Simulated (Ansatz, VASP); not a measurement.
## One calculation of Ca2C, two programs

```
C Ca
1.0
     0.00000    3.20554    3.20554
     3.20554    0.00000    3.20554
     3.20554    3.20554    0.00000
C Ca
1 2
Direct
  0.00000 0.00000 0.00000
  0.25000 0.25000 0.25000
  0.75000 0.75000 0.75000
```

Change from the starting cell: hydrostatic strain +2.5%.

Alike in both runs: task single point; functional r2SCAN; k mesh 8 × 8 × 8; no spin polarisation.

|  | VASP | Ansatz |
| --- | --- | --- |
| version | VASP 6.6.1 | Ansatz 0.2.0 |
| potentials or method | VASP PAW PBE potentials, release 64 (C, Ca_sv) | plane waves, PAW |
| plane-wave cutoff (eV) | 520 | 500 |
| occupations | gaussian, width 0.01 eV | fixed |
| valence electrons in the cell | 24 | 24 |

|  | VASP | Ansatz | Ansatz less VASP |
| --- | --- | --- | --- |
| gap on the k mesh at the Fermi level (eV) | 0.48 | 0.49 | +0.011 |
| pressure (GPa) | -3.3 | -3.7 | -0.32 |

VASP's potentials were made for PBE, not for r2SCAN.
